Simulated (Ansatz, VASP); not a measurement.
**Two plane-wave programs on LiH13O7**

```
CELL_PARAMETERS angstrom
5.63784 0.00000 0.00000
0.00000 5.63784 0.00000
0.00000 0.00000 5.63784
ATOMIC_POSITIONS crystal
O 0.24356 0.26165 0.94239
O 0.91542 0.09690 0.31065
O 0.20528 0.67035 0.69838
O 0.58722 0.44462 0.47301
O 0.38676 0.90437 0.27901
O 0.66796 0.04682 0.79665
O 0.76069 0.71777 0.08998
H 0.40541 0.20764 0.90296
H 0.21294 0.18851 0.09706
H 0.87845 0.22144 0.19756
H 0.89143 0.94225 0.22023
H 0.20883 0.53139 0.80717
H 0.23420 0.80755 0.79926
H 0.66464 0.54219 0.34916
H 0.46868 0.54538 0.55188
H 0.27639 0.80714 0.36968
H 0.49798 0.79591 0.19369
H 0.82029 0.12733 0.78326
H 0.70360 0.90129 0.90661
H 0.83435 0.60787 0.97974
Li 0.59879 0.10437 0.46683
```

Alike in both runs: functional PBE; dispersion D3(BJ); k mesh 1 × 1 × 1; occupations fermi-dirac, width 0.02 eV; no spin polarisation.

Ansatz relaxed the structure, and its values are those at the end. VASP's run is a single point on that final structure, the one shown.

|  | VASP | Ansatz |
| --- | --- | --- |
| version | VASP 6.6.1 | Ansatz 0.2.0 |
| potentials or method | VASP PAW PBE potentials, release 64 (O_h, H_h, Li_sv), cutoff 1000 eV | scalar-relativistic, plane waves, PAW |
| valence electrons in the cell | 58 | 58 |

|  | VASP | Ansatz | Ansatz less VASP |
| --- | --- | --- | --- |
| rms of the force components (eV/Å) | 0.046 | 0.046 | +0.0001 |
